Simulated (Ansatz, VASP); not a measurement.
# One calculation of Ni, two programs

```
Ni
1.0
     2.44468    0.00000    0.00000
    -1.22234    2.11716    0.00000
     0.00000    0.00000    4.02098
Ni
2
Cartesian
  0.0000 0.0000 0.0000
  0.0000 1.4114 2.0105
```

Alike in both runs: functional PBEsol; k mesh 18 × 18 × 10; occupations gaussian, width 0.1 eV; collinear spin.

Ansatz relaxed the structure, and its values are those at the end. VASP's run is a single point on that final structure, the one shown.

```csv
,VASP,Ansatz
version,VASP 6.6.1,Ansatz 0.2.0
potentials or method,"VASP PAW PBE potentials, release 64 (Ni), cutoff 520 eV","scalar-relativistic, plane waves, PAW"
valence electrons in the cell,20,36
```

|  | VASP | Ansatz | Ansatz less VASP |
| --- | --- | --- | --- |
| gap on the k mesh at the Fermi level (eV) | none | none | - |
| pressure (GPa) | -0.1 | 0.0 | +0.12 |
| net moment per atom (μB) | 0.61 | 0.62 | +0.010 |
| size of the moment on the site where the two differ most (μB) | 0.61 | 0.65 | +0.037 |

VASP's potentials were made for PBE, not for PBEsol. Site moments also hang on the region over which each program counts them. A gap of «none» marks a metal or a gap that the smearing closes. The functional is the same, so the differences come from potentials, cutoffs and numerics. VASP's potentials hold 20 valence electrons a cell and Ansatz's 36, so a difference there can come from the potentials and not from the codes.
